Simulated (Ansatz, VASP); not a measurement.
# Na3Al in VASP and in Ansatz

```
CELL_PARAMETERS angstrom
0.00000 3.86678 3.86678
3.86678 0.00000 3.86678
3.86678 3.86678 0.00000
ATOMIC_POSITIONS crystal
Na 0.25000 0.25000 0.25000
Na 0.75000 0.75000 0.75000
Na 0.50000 0.50000 0.50000
Al 0.00000 0.00000 0.00000
```

Alike in both runs: task single point; functional PBE; k mesh 5 × 5 × 5; no spin polarisation.

|  | VASP | Ansatz |
| --- | --- | --- |
| version | VASP 6.6.1 | Ansatz 0.2.0 |
| potentials or method | VASP PAW PBE potentials, release 64 (Na_pv, Al), cutoff 520 eV | plane waves, PAW |
| occupations | methfessel-paxton of order 1, width 0.1 eV | cold |
| valence electrons in the cell | 24 | 30 |

```csv
,VASP,Ansatz,Ansatz less VASP
pressure (GPa),-0.2,-0.3,-0.02
```

VASP's potentials hold 24 valence electrons a cell and Ansatz's 30, so a difference there can come from the potentials and not from the codes.
